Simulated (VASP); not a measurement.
# SiC3: single point with PBE

Crystal: SiC3.

```xyz
4
Lattice="2.8047 0.0000 0.0000 0.0000 2.8047 0.0000 0.0000 0.0000 4.1121" Properties=species:S:1:pos:R:3 pbc="T T T"
Si    1.4023    1.4023    0.0000
C     0.0000    1.4023    1.1842
C     1.4023    0.0000    2.9279
C     0.0000    0.0000    2.0561
```

```yaml
Program: VASP 6.6.1
Task: single point
Functional: PBE
Potentials_or_basis: VASP PAW PBE potentials, release 64 (Si, C)
Cutoff: 520 eV
k_mesh: 6 × 6 × 4
Occupations: gaussian, width 0.1 eV
Spin: no spin polarisation
```

```yaml
Pressure: -0.3 GPa
Largest_force: 0.017 eV/Å
Band_gap_on_the_k_mesh: 1.60 eV, indirect (least direct gap 1.79 eV)
```

Forces on the atoms (eV/Å):
```
Si   0.000  0.000  0.000
C    0.000  0.000 -0.017
C    0.000  0.000  0.017
C    0.000  0.000  0.000
```

Stress tensor (GPa, compression positive):
```
-0.29  0.00  0.00
 0.00 -0.29  0.00
 0.00  0.00 -0.37
```

Levels at points of the mesh, in eV from the valence-band top:
```csv
k point,band 6,band 7,band 8,band 9,band 10,band 11
"(0.00, 0.00, 0.00)",-0.69,0.00,0.00,1.79,2.83,5.00
"(0.50, 0.00, 0.00)",-6.20,-4.03,-0.83,4.62,5.82,5.93
"(0.50, 0.50, 0.00)",-5.30,-5.30,-3.86,1.60,1.60,1.97
"(0.00, 0.00, 0.50)",-4.10,-1.42,-1.42,2.61,2.96,5.92
"(0.50, 0.00, 0.50)",-2.72,-2.29,-0.71,2.89,5.47,6.05
"(0.50, 0.50, 0.50)",-6.67,-6.67,-6.29,5.32,5.32,5.99
```

Wall time 12 s on 1 thread of Intel Xeon 6975P-C (shared host), peak memory 0.15 GiB.

A k mesh can miss the band edges. PBE gaps usually lie below the measured ones, often by a third to a half.
